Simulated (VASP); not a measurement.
# ZnS in VASP: notebook

The runs below take ZnS through single point, with r2SCAN.

Program: VASP 6.6.1. These are calculated values, not measurements. Logs are shortened: lines on timing, memory, paths and dates and some standing lists are left out, and cuts for length are marked.

## 1. The cell of the first run

The structure is monoclinic, space group Cm (No. 8). The conventional cell has a = 6.601 Å, b = 3.811 Å, c = 6.234 Å, α = 90.00°, β = 90.00°, γ = 90.00°. Within 3.1 Å of Zn (site symmetry m) lie 4 S at 2.31 to 2.42 Å. Zn (site symmetry m) has 4 S at 2.19 to 2.60 Å within 2.9 Å. S (site symmetry m) has 4 Zn at 2.19 to 2.60 Å within 2.9 Å. Within 3.1 Å of S (site symmetry m) lie 4 Zn at 2.31 to 2.40 Å.

## 2. Single point, r2SCAN (atom 3 (S) moved by (+0.000, -0.300) A along x and y)

POSCAR reads:

```
ZnS
1.0
    3.8109987816      0.0000000000      0.0000000000
   -1.9054993908      3.3004217586      0.0000000000
    0.0000000000      0.0000000000      6.2340000000
Zn S
2 2
Direct
    0.3333333333      0.6666666667      0.0000000000
    0.6666666667      0.3333333333      0.5000000000
    0.2878845965      0.5757691930      0.3850000000
    0.6666666667      0.3333333333      0.8850000000
```

INCAR.step1 reads:

```
ALGO = Normal
EDIFF = 1E-4
ENCUT = 520
GGA = PE
ISMEAR = 0
LASPH = T
LCHARG = F
LREAL = F
LWAVE = T
NBANDS = 26
NELM = 80
PREC = Accurate
SIGMA = 0.05
```

INCAR.step2 reads:

```
ALGO = Normal
EDIFF = 1E-7
ENCUT = 520
ISIF = 2
ISMEAR = 0
ISTART = 1
LASPH = T
LCHARG = F
LMIXTAU = T
LREAL = F
LWAVE = F
METAGGA = R2SCAN
NBANDS = 26
NELM = 80
PREC = Accurate
SIGMA = 0.05
```

KPOINTS reads:

```
k-points
0
Gamma
  6 6 4
```

Potentials or basis: VASP PAW PBE potentials, release 64 (Zn, S).

Started as:

```
> cat potpaw_PBE.64/Zn/POTCAR potpaw_PBE.64/S/POTCAR > POTCAR
> cp INCAR.step1 INCAR
> mpirun -np 1 vasp_std > vasp.out
> cp INCAR.step2 INCAR
> mpirun -np 1 vasp_std > vasp.out
```

OUTCAR:

```text
EDIFF = 1E-7
   ENCUT = 520
   ISIF = 2
   ISMEAR = 0
   ISTART = 1
   LASPH = T
   LREAL = F
   METAGGA = R2SCAN
   NELM = 80
   PREC = Accurate

 ion  position               nearest neighbor table
   1  0.333  0.667  0.000-   4 2.31   4 2.31   4 2.31   3 2.42
   2  0.667  0.333  0.500-   3 2.19   3 2.19   4 2.40   3 2.60
   3  0.288  0.576  0.385-   2 2.19   2 2.19   1 2.42   2 2.60
   4  0.667  0.333  0.885-   1 2.31   1 2.31   1 2.31   2 2.40

  LATTYP: Found a hexagonal cell.
 ALAT       =     3.8109987816
 C/A-ratio  =     1.6357916539

  Lattice vectors:

 A1 = (   3.8109987816,   0.0000000000,   0.0000000000)
 A2 = (  -1.9054993908,   3.3004217586,   0.0000000000)
 A3 = (   0.0000000000,   0.0000000000,   6.2340000000)

Analysis of symmetry for initial positions (statically):
=====================================================================
 Subroutine PRICEL returns:
 Original cell was already a primitive cell.

 Routine SETGRP: Setting up the symmetry group for a
 hexagonal supercell.

 Subroutine GETGRP returns: Found  2 space group operations
 (whereof  2 operations were pure point group operations)
 out of a pool of 24 trial point group operations.

The static configuration has the point symmetry C_1h.

Analysis of symmetry for dynamics (positions and initial velocities):
=====================================================================
 Subroutine PRICEL returns:
 Original cell was already a primitive cell.

 Routine SETGRP: Setting up the symmetry group for a
 hexagonal supercell.

 Subroutine GETGRP returns: Found  2 space group operations
 (whereof  2 operations were pure point group operations)
 out of a pool of 24 trial point group operations.

The dynamic configuration has the point symmetry C_1h.

 Subroutine INISYM returns: Found  2 space group operations
 (whereof  2 operations are pure point group operations),
 and found     1 'primitive' translations

----------------------------------------------------------------------------------------

                                     Primitive cell

  volume of cell :      78.4106

  direct lattice vectors                    reciprocal lattice vectors
     3.810998782  0.000000000  0.000000000     0.262398405  0.151495789  0.000000000
    -1.905499391  3.300421759  0.000000000     0.000000000  0.302991579  0.000000000
     0.000000000  0.000000000  6.234000000     0.000000000  0.000000000  0.160410651

  length of vectors
     3.810998782  3.810998782  6.234000000     0.302991579  0.302991579  0.160410651

  position of ions in fractional coordinates (direct lattice)
     0.333333333  0.666666667  0.000000000
     0.666666667  0.333333333  0.500000000
     0.287884596  0.575769193  0.385000000
     0.666666667  0.333333333  0.885000000

  ion indices of the primitive-cell ions
   primitive index   ion index
                 1           1
                 2           2
                 3           3
                 4           4

----------------------------------------------------------------------------------------

 KPOINTS: k-points

Automatic generation of k-mesh.
 Grid dimensions read from file:
 generate k-points for:    6    6    4

 Generating k-lattice:

  Cartesian coordinates                     Fractional coordinates (reciprocal lattice)
     0.043733067  0.025249298  0.000000000     0.166666667  0.000000000  0.000000000
     0.000000000  0.050498596  0.000000000     0.000000000  0.166666667  0.000000000
     0.000000000  0.000000000  0.040102663     0.000000000  0.000000000  0.250000000

  Length of vectors
     0.050498596  0.050498596  0.040102663

  Shift w.r.t. Gamma in fractional coordinates (k-lattice)
     0.000000000  0.000000000  0.000000000

 Subroutine IBZKPT returns following result:
 ===========================================

 Found     47 irreducible k-points:

 Following reciprocal coordinates:
            Coordinates               Weight
  0.000000  0.000000  0.000000      1.000000
  0.166667  0.000000  0.000000      4.000000
  0.000000  0.166667  0.000000      2.000000
  0.333333  0.000000  0.000000      4.000000
  0.000000  0.333333  0.000000      2.000000
  0.500000  0.000000  0.000000      2.000000
[... 16 lines left out ...]
  0.500000  0.000000  0.250000      4.000000
  0.000000  0.500000  0.250000      2.000000
 [... further k-points ...]
   k-points           NKPTS =     47   k-points in BZ     NKDIM =     47   number of bands    NBANDS=     26
   number of dos      NEDOS =    301   number of ions     NIONS =      4
   total plane-waves  NPLWV =  37632
   dimension x,y,z NGX =    28 NGY =   28 NGZ =   48
   dimension x,y,z NGXF=    56 NGYF=   56 NGZF=   96
   ions per type =               2   2
   NGX,Y,Z   is equivalent  to a cutoff of  12.21, 12.21, 12.80 a.u.
   NGXF,Y,Z  is equivalent  to a cutoff of  24.43, 24.43, 25.60 a.u.
 SYSTEM =  unknown system
   PREC   = accura    normal or accurate (medium, high low for compatibility)
   ISTART =      1    job   : 0-new  1-cont  2-samecut
   ICHARG =      0    charge: 1-file 2-atom 10-const
   ISPIN  =      1    spin polarized calculation?
   LNONCOLLINEAR =      F non collinear calculations
   LSORBIT =      F    spin-orbit coupling
   LASPH  =      T    aspherical Exc in radial PAW
   ENCUT  =  520.0 eV  38.22 Ry    6.18 a.u.   7.09  7.09 11.59*2*pi/ulx,y,z
   NELM   =     80;   NELMIN=  2; NELMDL=  0     # of ELM steps
   EDIFF  = 0.1E-06   stopping-criterion for ELM
   LREAL  =      F    real-space projection
   EDIFFG = 0.1E-05   stopping-criterion for IOM
   NSW    =      0    number of steps for IOM
   IBRION =     -1    ionic relax: 0-MD 1-quasi-New 2-CG
   NFREE  =      0    steps in history (QN), initial steepest desc. (CG)
   ISIF   =      2    stress and relaxation
   ISYM   =      2    0-nonsym 1-usesym 2-fastsym
   POTIM  = 0.5000    time-step for ionic-motion
   TEBEG  =    0.0;   TEEND  =   0.0 temperature during run
   PSTRESS=    0.0 pullay stress
   NELECT =      36.0000    total number of electrons
   NUPDOWN=      -1.0000    fix difference up-down
   EMIN   =  10.00;   EMAX   =-10.00  energy-range for DOS
   EFERMI =   0.00;   METHOD = LEGACY
   ISMEAR =     0;   SIGMA  =   0.05  broadening in eV -4-tet -1-fermi 0-gaus
   EFERMI_NEDOS =   21; number of points for ismear=-14 and -15
   IALGO  =     38    algorithm
   IMIX   =      4    mixing-type and parameters
     AMIX     =   0.40;   BMIX     =  1.00
     AMIX_MAG =   1.60;   BMIX_MAG =  1.00
  volume/ion in A,a.u.               =      19.60       132.29
  Fermi-wavevector in a.u.,A,eV,Ry     =   1.262944  2.386617 21.701656  1.595027
  Thomas-Fermi vector in A             =   2.396326
   LORBIT       =      0    0 simple, 1 ext, 2 COOP (PROOUT), +10 PAW based schemes
   METAGGA = R2SCAN    functional components
   LHFCALC =     F    Hartree Fock is set to
   AEXX    =    0.0000 exact exchange contribution
   IVDW    =     0    specifies the selected vdW correction
   LEPSILON=     F    determine dielectric tensor
   LRPA    =     F    only Hartree local field effects (RPA)
 non-spin polarized calculation
 Gauss-broadening in eV      SIGMA  =   0.05
  energy-cutoff  :      520.00
  volume of cell :       78.41
 maximum number of plane-waves:      2133
   NGX = 15   NGY = 15   NGZ = 23

 number of electron      35.9999976 magnetization

 Free energy of the ion-electron system (eV)
  ---------------------------------------------------
  ext. energy  EPLUGINS =         0.00000000
  ---------------------------------------------------
  free energy    TOTEN  =       -37.45163746 eV

  energy without entropy =      -37.45163746  energy(sigma->0) =      -37.45163746

 E-fermi :   2.1355     XC(G=0): -10.3030

 val. band max:        1.9288557881   @ k =   0.0000   0.0000   0.0000
 cond. band min:       4.7057244550   @ k =   0.0000   0.0000   0.0000
 fundamental gap:      2.7768686669
 Fermi energy:         2.1355366326

 k-point     1 :       0.0000    0.0000    0.0000
  band No.  band energies     occupation
      1     -11.8818      2.00000
      2     -10.9421      2.00000
      3      -4.8673      2.00000
      4      -4.7225      2.00000
      5      -4.6300      2.00000
      6      -4.6174      2.00000
[... 18 lines left out ...]
     25      10.7148      0.00000
     26      11.6477      0.00000

 k-point     2 :       0.1667    0.0000    0.0000
  band No.  band energies     occupation
      1     -11.6865      2.00000
      2     -10.8344      2.00000
      3      -4.8861      2.00000
      4      -4.6394      2.00000
      5      -4.6104      2.00000
      6      -4.5784      2.00000
[... 18 lines left out ...]
     25      10.6972      0.00000
     26      11.1086      0.00000

 k-point     3 :       0.0000    0.1667    0.0000
  band No.  band energies     occupation
      1     -11.7067      2.00000
      2     -10.8348      2.00000
      3      -4.8449      2.00000
      4      -4.7211      2.00000
      5      -4.6286      2.00000
      6      -4.5649      2.00000
[... 18 lines left out ...]
     25      10.4449      0.00000
     26      11.3530      0.00000

 k-point     4 :       0.3333    0.0000    0.0000
  band No.  band energies     occupation
      1     -11.2117      2.00000
      2     -10.6455      2.00000
      3      -4.8401      2.00000
      4      -4.5776      2.00000
      5      -4.5143      2.00000
      6      -4.4785      2.00000
[... 18 lines left out ...]
     25      10.8840      0.00000
     26      12.3117      0.00000
[... 496 lines left out ...]
      1     -11.2065      2.00000
      2     -10.7343      2.00000
      3      -4.8012      2.00000
      4      -4.7478      2.00000
      5      -4.5771      2.00000
      6      -4.4656      2.00000
[... 18 lines left out ...]
     25      11.6862      0.00000
     26      12.3492      0.00000

 k-point    23 :       0.5000    0.0000    0.2500
  band No.  band energies     occupation
      1     -10.8197      2.00000
      2     -10.6580      2.00000
      3      -4.7550      2.00000
      4      -4.5743      2.00000
      5      -4.5029      2.00000
      6      -4.4231      2.00000
[... 18 lines left out ...]
     25      12.3116      0.00000
     26      13.5595      0.00000

 k-point    24 :       0.0000    0.5000    0.2500
  band No.  band energies     occupation
      1     -10.9884      2.00000
      2     -10.6015      2.00000
      3      -4.7803      2.00000
      4      -4.7383      2.00000
      5      -4.5528      2.00000
      6      -4.4188      2.00000
[... 18 lines left out ...]
     25      12.5892      0.00000
     26      13.4751      0.00000

 [... further k-points ...]

------------------------ aborting loop because EDIFF is reached ----------------------------------------

  FORCE on cell =-STRESS in cart. coord.  units (eV):
  Direction    XX          YY          ZZ          XY          YZ          ZX
  --------------------------------------------------------------------------------------
  -------------------------------------------------------------------------------------
  Total        3.1342724     -0.5022586     -0.3224559      0.0000000     -0.5825842      0.0000000
  in kB       64.0430889    -10.2627299     -6.5887923      0.0000000    -11.9040362      0.0000000
  external PRESSURE =      15.7305222 kB  Pullay stress =       0.0000000 kB

 VOLUME and BASIS-vectors are now :
 -----------------------------------------------------------------------------
  energy-cutoff  :      520.00
  volume of cell :       78.41
      direct lattice vectors                 reciprocal lattice vectors
     3.810998782  0.000000000  0.000000000     0.262398405  0.151495789  0.000000000
    -1.905499391  3.300421759  0.000000000     0.000000000  0.302991579  0.000000000
     0.000000000  0.000000000  6.234000000     0.000000000  0.000000000  0.160410651

 POSITION                                       TOTAL-FORCE (eV/Angst)
 -----------------------------------------------------------------------------------
     -0.00000      2.20028      0.00000        -0.000000     -0.097465      0.361230
      1.90550      1.10014      3.11700         0.000000     -1.166016      0.713770
      0.00000      1.90028      2.40009         0.000000      1.407071     -0.789031
      1.90550      1.10014      5.51709        -0.000000     -0.143590     -0.285969
 -----------------------------------------------------------------------------------
    total drift:                               -0.000157     -0.002421      0.000889

  FREE ENERGIE OF THE ION-ELECTRON SYSTEM (eV)
  ---------------------------------------------------
  free  energy   TOTEN  =       -37.4516374613 eV

  energy  without entropy=      -37.4516374612  energy(sigma->0) =      -37.45163746
```

It took 4.3 min on 1 thread of Intel Xeon Platinum 8559C (Emerald Rapids), shared host; peak memory 0.24 GiB.

What came out:

| Property | Result |
| --- | --- |
| Free energy | -37.4516 eV |
| Pressure | 1.6 GPa |
| Largest force | 1.613 eV/Å |
| Band gap on the k mesh | 2.78 eV, direct |

Forces in eV/Å, atoms in the order of the input:
```
Zn   0.000 -0.097  0.361
Zn   0.000 -1.166  0.714
S    0.000  1.407 -0.789
S    0.000 -0.144 -0.286
```

Stress tensor (GPa, compression positive):
```
 6.40  0.00  0.00
 0.00 -1.03 -1.19
 0.00 -1.19 -0.66
```

Caveat: the cell differs from its parent crystal (atom 3 (S) moved by (+0.000, -0.300) A along x and y); the PAW data sets were made with another functional, which shifts forces and pressure a little.

## 3. Single point, r2SCAN (atom 3 (S) moved by (+0.000, +0.300) A along x and y)

POSCAR: that of step 2 with these lines changed.

```diff
@@ -10,3 +10,3 @@
     0.6666666667      0.3333333333      0.5000000000
-    0.2878845965      0.5757691930      0.3850000000
+    0.3787820702      0.7575641404      0.3850000000
     0.6666666667      0.3333333333      0.8850000000
```

INCAR.step1 reads:

```
  ALGO = Normal
  EDIFF = 1E-4
  ENCUT = 520
  GGA = PE
  ISMEAR = 0
  LASPH = True
  LCHARG = False
  LREAL = False
  LWAVE = True
  NBANDS = 26
  NELM = 60
  PREC = Accurate
  SIGMA = 0.05
```

INCAR.step2 reads:

```
  ALGO = Normal
  EDIFF = 1E-7
  ENCUT = 520
  ISIF = 2
  ISMEAR = 0
  ISTART = 1
  LASPH = True
  LCHARG = False
  LMIXTAU = True
  LREAL = False
  LWAVE = False
  METAGGA = R2SCAN
  NBANDS = 26
  NELM = 60
  PREC = Accurate
  SIGMA = 0.05
```

KPOINTS is that of step 2.

Potentials or basis: VASP PAW PBE potentials, release 64 (Zn, S).

Started as:

```
> cat potpaw_PBE.64/Zn/POTCAR potpaw_PBE.64/S/POTCAR > POTCAR
> cp INCAR.step1 INCAR
> mpirun -np 1 vasp_std > vasp.out
> cp INCAR.step2 INCAR
> mpirun -np 1 vasp_std > vasp.out
```

It took 3.1 min on 1 thread of Intel Xeon Platinum 8559C (Emerald Rapids), shared host; peak memory 0.24 GiB.

The run converged. Its results:

| Quantity | Value |
| --- | --- |
| Free energy | -37.2272 eV |
| Pressure | 2.7 GPa |
| Largest force | 3.895 eV/Å |
| Band gap on the k mesh | 2.73 eV, direct |

Forces on the atoms (eV/Å):
```
Zn   0.000  0.114  0.360
Zn   0.000  3.386  1.109
S    0.000 -3.716 -1.168
S    0.000  0.216 -0.301
```

Stress tensor (GPa, compression positive):
```
-2.21  0.00  0.00
 0.00 10.34  4.33
 0.00  4.33 -0.07
```

Levels at points of the mesh, in eV from the valence-band top:
| k point | band 15 | band 16 | band 17 | band 18 | band 19 | band 20 | band 21 | band 22 |
| --- | --- | --- | --- | --- | --- | --- | --- | --- |
| (0.00, 0.00, 0.00) | -0.73 | -0.24 | -0.01 | 0.00 | 2.73 | 3.48 | 6.69 | 6.75 |
| (0.50, 0.00, 0.00) | -3.49 | -2.30 | -1.48 | -0.97 | 3.80 | 4.44 | 5.02 | 7.45 |
| (0.00, 0.50, 0.00) | -2.93 | -2.37 | -2.14 | -1.09 | 4.03 | 5.12 | 6.28 | 7.12 |
| (0.00, 0.00, 0.50) | -0.91 | -0.58 | -0.54 | -0.15 | 3.91 | 3.96 | 6.52 | 6.89 |
| (0.50, 0.00, 0.50) | -2.03 | -1.76 | -1.73 | -1.36 | 3.80 | 4.12 | 5.17 | 5.55 |
| (0.00, 0.50, 0.50) | -1.81 | -1.72 | -1.67 | -1.42 | 3.54 | 4.09 | 5.35 | 5.94 |

Caveat: the cell differs from its parent crystal (atom 3 (S) moved by (+0.000, +0.300) A along x and y); the PAW data sets were made with another functional, which shifts forces and pressure a little.

## 4. Single point, r2SCAN (atom 3 (S) moved by (+0.000, -0.150) A along x and y)

POSCAR: that of step 3 with these lines changed.

```diff
@@ -10,3 +10,3 @@
     0.6666666667      0.3333333333      0.5000000000
-    0.3787820702      0.7575641404      0.3850000000
+    0.3106089649      0.6212179298      0.3850000000
     0.6666666667      0.3333333333      0.8850000000
```

INCAR.step1 reads:

```
PREC     = Accurate       # precision mode
ENCUT    = 520            # plane-wave cutoff, eV
ISMEAR   = 0              # smearing method
SIGMA    = 0.05           # smearing width, eV
LREAL    = F              # projectors in reciprocal space
LASPH    = T              # aspherical terms in the spheres
NELM     = 60             # most SCF steps
NBANDS   = 26             # bands
GGA      = PE             # functional
ALGO     = Normal         # electronic algorithm
EDIFF    = 1E-4           # SCF threshold, eV
LWAVE    = T              # write WAVECAR
LCHARG   = F              # write CHGCAR
```

INCAR.step2 reads:

```
PREC     = Accurate       # precision mode
ENCUT    = 520            # plane-wave cutoff, eV
EDIFF    = 1E-7           # SCF threshold, eV
ISMEAR   = 0              # smearing method
SIGMA    = 0.05           # smearing width, eV
LREAL    = F              # projectors in reciprocal space
LASPH    = T              # aspherical terms in the spheres
NELM     = 60             # most SCF steps
ALGO     = Normal         # electronic algorithm
ISIF     = 2              # what is computed and relaxed
LWAVE    = F              # write WAVECAR
LCHARG   = F              # write CHGCAR
METAGGA  = R2SCAN         # meta-GGA
LMIXTAU  = T            
NBANDS   = 26             # bands
ISTART   = 1
```

KPOINTS reads:

```
Automatic mesh
0
Gamma
  6 6 4
```

Started as:

```
> cat potpaw_PBE.64/Zn/POTCAR potpaw_PBE.64/S/POTCAR > POTCAR
> cp INCAR.step1 INCAR
> mpirun -np 1 vasp_std > vasp.out
> cp INCAR.step2 INCAR
> mpirun -np 1 vasp_std > vasp.out
```

Wall time 3.7 min (1 thread of Intel Xeon Platinum 8559C (Emerald Rapids), shared host); peak memory 0.25 GiB.

It converged, with:

- Free energy: -37.6278 eV
- Pressure: 0.6 GPa
- Largest force: 0.993 eV/Å
- Band gap on the k mesh: 2.79 eV, direct

Forces in eV/Å, atoms in the order of the input:
```
Zn   0.000 -0.051  0.330
Zn   0.000 -0.752  0.434
S    0.000  0.884 -0.452
S    0.000 -0.082 -0.311
```

Stress tensor (GPa, compression positive):
```
 3.34  0.00  0.00
 0.00 -0.59 -0.83
 0.00 -0.83 -0.98
```

Levels at points of the mesh, in eV from the valence-band top:
```
           k point  band 15  band 16  band 17  band 18  band 19  band 20  band 21  band 22
(0.00, 0.00, 0.00)    -0.77    -0.08    -0.04     0.00     2.79     3.50     6.77     6.77
(0.50, 0.00, 0.00)    -3.18    -2.30    -1.74    -1.01     4.01     4.83     5.68     7.51
(0.00, 0.50, 0.00)    -3.39    -2.36    -1.37    -1.04     3.87     4.55     5.13     7.55
(0.00, 0.00, 0.50)    -0.71    -0.50    -0.48    -0.29     4.01     4.04     6.88     7.09
(0.50, 0.00, 0.50)    -1.82    -1.73    -1.57    -1.44     3.89     4.00     5.51     5.62
(0.00, 0.50, 0.50)    -1.78    -1.72    -1.72    -1.59     3.97     4.20     5.34     5.62
```

Caveat: the cell differs from its parent crystal (atom 3 (S) moved by (+0.000, -0.150) A along x and y); the PAW data sets were made with another functional, which shifts forces and pressure a little.

(Part 1 of 2 ends here.)
